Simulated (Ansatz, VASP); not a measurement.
**CsGe2S2: VASP beside Ansatz**

```
Cs Ge S
1.0
     4.12069    0.00000    0.00000
     0.00000    3.59578    0.00000
     0.00000    0.00000   16.22722
Cs Ge S
2 4 4
Direct
  0.11130 0.00000 0.32594
  0.88870 0.00000 0.83552
  0.61130 0.00000 0.16146
  0.11130 0.50000 0.00000
  0.38870 0.00000 0.66146
  0.88870 0.50000 0.50000
  0.49760 0.00000 0.01595
  0.99760 0.50000 0.14551
  0.50240 0.00000 0.51595
  0.00240 0.50000 0.64551
```

Alike in both runs: task single point; functional PBE; k mesh 4 × 6 × 1; occupations gaussian, width 0.1 eV; no spin polarisation.

|  | VASP | Ansatz |
| --- | --- | --- |
| version | VASP 6.6.1 | Ansatz 0.2.0 |
| potentials or method | VASP PAW PBE potentials, release 64 (Cs_sv, Ge_d, S), cutoff 520 eV | scalar-relativistic, plane waves, PAW |
| valence electrons in the cell | 98 | 98 |

```tsv
	VASP	Ansatz	Ansatz less VASP
gap on the k mesh at the Fermi level (eV)	none	none	-
pressure (GPa)	7.1	7.1	-0.05
traceless stress, the component that is largest in VASP (GPa)	-1.12	-1.11	+0.007
rms of the force components (eV/Å)	0.275	0.276	+0.0016
```

Atom by atom the forces differ by 0.005 eV/Å (rms over components). A gap of «none» marks a metal or a gap that the smearing closes. The functional is the same, so the differences come from potentials, cutoffs and numerics.

The k mesh is coarse, so the values compare programs but aren't converged. Neither program's run includes spin-orbit coupling.
